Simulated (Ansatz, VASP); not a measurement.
# Cu4N: VASP beside Ansatz

The input INCAR:

```
SYSTEM = Cu4N
ALGO = Normal
EDIFF = 1E-6
ENCUT = 520
GGA = PE
ISIF = 2
ISMEAR = 0
ISPIN = 2
LASPH = .TRUE.
LCHARG = .FALSE.
LMAXMIX = 4
LORBIT = 11
LREAL = .FALSE.
LWAVE = .FALSE.
MAGMOM = 1 1 1 1 0
NBANDS = 36
NELM = 150
PREC = Accurate
SIGMA = 0.1
```

File KPOINTS:

```
k-points
0
G
  6 6 6
  0 0 0
```

The input POSCAR:

```
Cu4N
1.0
   -2.5027633900      2.5027633900      2.5027633900
    2.5027633900     -2.5027633900      2.5027633900
    2.5027633900      2.5027633900     -2.5027633900
Cu N
4 1
Direct
    0.0000000000      0.0000000000      0.5000000000
    0.0000000000      0.5000000000      0.0000000000
    0.5000000000      0.0000000000      0.0000000000
    0.5000000000      0.5000000000      0.5000000000
    0.0000000000      0.0000000000      0.0000000000
```

Input for Ansatz:

```yaml
crystal:
  lattice:
    - [-2.50276339, 2.50276339, 2.50276339]
    - [2.50276339, -2.50276339, 2.50276339]
    - [2.50276339, 2.50276339, -2.50276339]
  atoms:
    - { symbol: Cu, position: [0.0, 0.0, 0.5], spin: 1.0 }
    - { symbol: Cu, position: [0.0, 0.5, 0.0], spin: 1.0 }
    - { symbol: Cu, position: [0.5, 0.0, 0.0], spin: 1.0 }
    - { symbol: Cu, position: [0.5, 0.5, 0.5], spin: 1.0 }
    - { symbol: "N", position: [0.0, 0.0, 0.0] }
basis:
  ecutwfc: 420
kpoints:
  mp_grid: { grid: [6, 6, 6] }
hamiltonian:
  xc: pbe
scf:
  occupations: { method: gaussian, width: 0.1 }
  lower_state_search: "off"
output:
  forces: true
  stress: true
  eigenvalues: true
  populations: true
magnetization:
  spin_polarized: true
```

Change from the starting cell: species swapped into the CrGa4 type (Im-3m, No. 229).

Alike in both runs: task single point; functional PBE; k mesh 6 × 6 × 6; occupations gaussian, width 0.1 eV; collinear spin.

|  | VASP | Ansatz |
| --- | --- | --- |
| version | VASP 6.6.1 | Ansatz 0.2.0 |
| potentials or method | VASP PAW PBE potentials, release 64 (Cu, N), cutoff 520 eV | scalar-relativistic, plane waves, PAW |
| valence electrons in the cell | 49 | 81 |

Ansatz gave:

| Item | Value |
| --- | --- |
| gap on the k mesh at the Fermi level (eV) | none |
| pressure (GPa) | -4.7 |
| net moment per atom (μB) | 0.00 |

Which values does VASP return?

gap on the k mesh at the Fermi level (eV): none; pressure (GPa): -4.3; net moment per atom (μB): 0.00.

A gap of «none» marks a metal or a gap that the smearing closes. VASP's potentials hold 49 valence electrons a cell and Ansatz's 81, so a difference there can come from the potentials and not from the codes. Ansatz's warnings: seeded moment not kept.
